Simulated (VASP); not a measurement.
Write the native input for VASP 6.6.1 that does the following.

- Task: single point
- Functional: PBE
- Potentials or basis: VASP PAW PBE potentials, release 64 (Zr_sv, Pd, Se)
- Cutoff: 520 eV
- k mesh: 4 × 4 × 4
- Occupations: gaussian, width 0.1 eV
- Spin: no spin polarisation
- Dipole correction: no
- Further INCAR settings: ALGO = Normal; EDIFF = 1e-06; NBANDS = 28

The structure of ZrPdSe3 lies in POSCAR:

```
ZrPdSe3
1.0
    4.7984502400      0.0000000000      0.0000000000
    0.0000000000      4.7984502400      0.0000000000
    0.0000000000      0.0000000000      4.7984502400
Zr Pd Se
1 1 3
Direct
    0.0000000000      0.0000000000      0.0000000000
    0.5000000000      0.5000000000      0.5000000000
    0.5000000000      0.0000000000      0.0000000000
    0.0000000000      0.5000000000      0.0000000000
    0.0000000000      0.0000000000      0.5000000000
```

One way to write it, as run:

INCAR

```
PREC = Accurate
ENCUT = 520
EDIFF = 1E-6
ISMEAR = 0
SIGMA = 0.1
LREAL = False
LASPH = True
NELM = 60
ALGO = Normal
ISIF = 2
LWAVE = False
LCHARG = False
GGA = PE
NBANDS = 28
```

KPOINTS

```
Automatic mesh
0
Gamma
  4 4 4
```

Potentials or basis: VASP PAW PBE potentials, release 64 (Zr_sv, Pd, Se).

Command:

```console
$ cat potpaw_PBE.64/Zr_sv/POTCAR potpaw_PBE.64/Pd/POTCAR potpaw_PBE.64/Se/POTCAR > POTCAR
$ mpirun -np 1 vasp_std > vasp.out
```

It gave:

```json
{"Pressure": "21.7 GPa", "Band gap on the k mesh": "zero (band 20 reaches 5.88 eV, above the bottom of band 21 at 5.00 eV)"}
```

It took 14 s on 1 thread of Intel(R) Xeon(R) 6975P-C (Granite Rapids), on a shared host, peak memory 0.21 GiB.
